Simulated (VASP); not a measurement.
Runs of VASP 6.6.1 on SnSe2. The structure is that of space group P-3m1 (No. 164), or close to it. The cells are those of the table. 

```csv
level,potentials or basis,cell,gap on the mesh (eV),pressure (GPa),largest force (eV/Å)
RPBE,"VASP PAW PBE potentials, release 64 (Sn_d, Se)","a = 3.839, b = 3.839, c = 6.047 Å, angles 90.0, 90.0, 120.0°, 3 atoms",(a),(b),0.02
PBE+D3(BJ),"VASP PAW PBE potentials, release 64 (Sn_d, Se)","a = 3.839, b = 3.839, c = 6.047 Å, angles 90.0, 90.0, 120.0°, 3 atoms",0.61,-0.1,0.01
PBE,"VASP PAW PBE potentials, release 64 (Sn_d, Se)","a = 3.839, b = 3.839, c = 6.047 Å, angles 90.0, 90.0, 120.0°, 3 atoms",0.61,2.3,-
LDA,"VASP PAW LDA potentials, release 64 (Sn_d, Se)","a = 3.809, b = 3.809, c = 6.099 Å, angles 90.0, 90.0, 120.0°, 3 atoms",0.61,-0.8,0.02
PBE+D3(BJ),"VASP PAW PBE potentials, release 64 (Sn_d, Se)","a = 3.845, b = 3.845, c = 6.054 Å, angles 90.0, 90.0, 120.0°, 3 atoms",0.61,-0.2,0.01
PBE+D3(BJ),"VASP PAW PBE potentials, release 64 (Sn_d, Se)","a = 3.844, b = 3.844, c = 6.055 Å, angles 90.0, 90.0, 120.0°, 3 atoms",0.61,-0.3,0.02
PBE+D3(BJ),"VASP PAW PBE potentials, release 64 (Sn_d, Se)","a = 3.843, b = 3.843, c = 6.049 Å, angles 90.0, 90.0, 120.0°, 3 atoms",0.61,-0.2,0.01
```

Alike in all rows: task single point; no spin polarisation; k mesh 8 × 8 × 4; cutoff (eV) 500; smearing gaussian 0.05 eV.

**Question.** Fill in the values left out.

**Answer.** (a) 0.68; (b) 4.0.

Caveats: spin-orbit coupling is left out, which moves the levels of the heavy elements; three body term missing (some runs); this functional lacks dispersion, which binds the layers, so the pressure and a relaxed spacing across them are unreliable (some runs); the PAW data sets were made with another functional, which shifts forces and pressure a little (some runs).

A k mesh can miss the band edges, and the runs leave out spin-orbit coupling on Se, Sn.
